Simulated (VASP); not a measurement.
YAu, 2 atoms in the cell. Symmetry: Pm-3m, No. 221, cubic system. Conventional cell: a = 3.559 Å, b = 3.559 Å, c = 3.559 Å, α = 90.00°, β = 90.00°, γ = 90.00°. Within 4.1 Å of Y (site symmetry m-3m) lie 8 Au at 3.08 Å and 6 Y at 3.56 Å. Au (site symmetry m-3m) has 8 Y at 3.08 Å and 6 Au at 3.56 Å within 4.1 Å. 

```yaml
Program: VASP 6.6.1
Task: relaxation of cell and atoms
Functional: PBEsol
Potentials_or_basis: VASP PAW PBE potentials, release 64 (Y_sv, Au)
Cutoff: 600 eV
k_mesh: 7 × 7 × 7
Occupations: methfessel-paxton, width 0.1 eV
Spin: no spin polarisation
Target_pressure: 40 GPa
Dipole_correction: no
Further_INCAR_settings: ALGO = Normal; EDIFF = 1e-06; IBRION = 2; EDIFFG = -0.02; NSW = 80; ISIF = 3
```

Potentials or basis: VASP PAW PBE potentials, release 64 (Y_sv, Au).

The run is started by

```console
$ cat potpaw_PBE.64/Y_sv/POTCAR potpaw_PBE.64/Au/POTCAR > POTCAR
$ mpirun -np 1 vasp_std > vasp.out
```

Hardware: 1 thread of Intel(R) Xeon(R) Platinum 8488C (Sapphire Rapids), on a shared host.

Q: Estimate the wall time of this run.

A: Wall time 110 s on 1 thread of Intel(R) Xeon(R) Platinum 8488C (Sapphire Rapids), on a shared host, peak memory 0.2 GiB. Counts: scf iterations 82, k points 20, ion steps 8.
